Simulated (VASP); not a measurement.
A run of VASP 6.6.1:

The input INCAR:

```
  PREC = Accurate
  ENCUT = 600
  EDIFF = 1E-6
  ISMEAR = 0
  SIGMA = 0.1
  LREAL = False
  LASPH = True
  NELM = 200
  ALGO = Normal
  ISIF = 2
  LWAVE = False
  LCHARG = True
  GGA = PS
  LELF = True
  LVHAR = True
  NBANDS = 16
  GGA_COMPAT = False
  LMAXMIX = 6
```

File KPOINTS:

```
regular mesh
0
Gamma
  16 16 16
```

The input POSCAR:

```
LaC2
1.0
   -1.8752775688      1.8752775688      3.1973780065
    1.8752775688     -1.8752775688      3.1973780065
    1.8752775688      1.8752775688     -3.1973780065
La C
1 2
Direct
    0.0000000000      0.0000000000      0.0000000000
    0.3991792817      0.3991792817      0.0000000000
    0.6008207183      0.6008207183      0.0000000000
```

Potentials or basis: VASP PAW PBE potentials, release 64 (La, C).

Command:

```bash
$ cat potpaw_PBE.64/La/POTCAR potpaw_PBE.64/C/POTCAR > POTCAR
$ mpirun -np 1 vasp_std > vasp.out
```

Hardware: 1 thread of Oxide Virtual Turin-like Processor, on a shared host.

**Question.** Estimate the wall time of this run.

**Answer.** Wall time 6.8 min on 1 thread of Oxide Virtual Turin-like Processor, on a shared host, peak memory 0.48 GiB. Counts: scf iterations 15, k points 349.
